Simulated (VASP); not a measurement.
GeBr, 2 atoms in the cell. It takes space group P6/mmm (No. 191, hexagonal). Conventional cell: a = 3.085 Å, b = 3.085 Å, c = 6.626 Å, α = 90.00°, β = 90.00°, γ = 120.00°. Within 4.1 Å of Ge (site symmetry 6/mmm) lie 6 Ge at 3.08 Å and 2 Br at 3.31 Å. Br (site symmetry 6/mmm) has 6 Br at 3.08 Å and 2 Ge at 3.31 Å within 4.1 Å. 

| Property | Result |
| --- | --- |
| Program | VASP 6.6.1 |
| Task | single point |
| Functional | PBE |
| Potentials or basis | VASP PAW PBE potentials, release 64 (Ge_d, Br) |
| Cutoff | 520 eV |
| k mesh | 6 × 6 × 4 |
| Occupations | gaussian, width 0.1 eV |
| Spin | no spin polarisation |
| Dipole correction | no |
| Further INCAR settings | ALGO = Normal; EDIFF = 1e-07; NBANDS = 18 |

Potentials or basis: VASP PAW PBE potentials, release 64 (Ge_d, Br).

The run is started by

```bash
$ cat potpaw_PBE.64/Ge_d/POTCAR potpaw_PBE.64/Br/POTCAR > POTCAR
$ mpirun -np 1 vasp_std > vasp.out
```

Hardware: 1 thread of Oxide Virtual Turin-like Processor, with other jobs on the host.

Question: How long does it take, and how much memory?

Answer: Wall time 25 s on 1 thread of Oxide Virtual Turin-like Processor, with other jobs on the host, peak memory 0.15 GiB. Counts: scf iterations 15, k points 21.
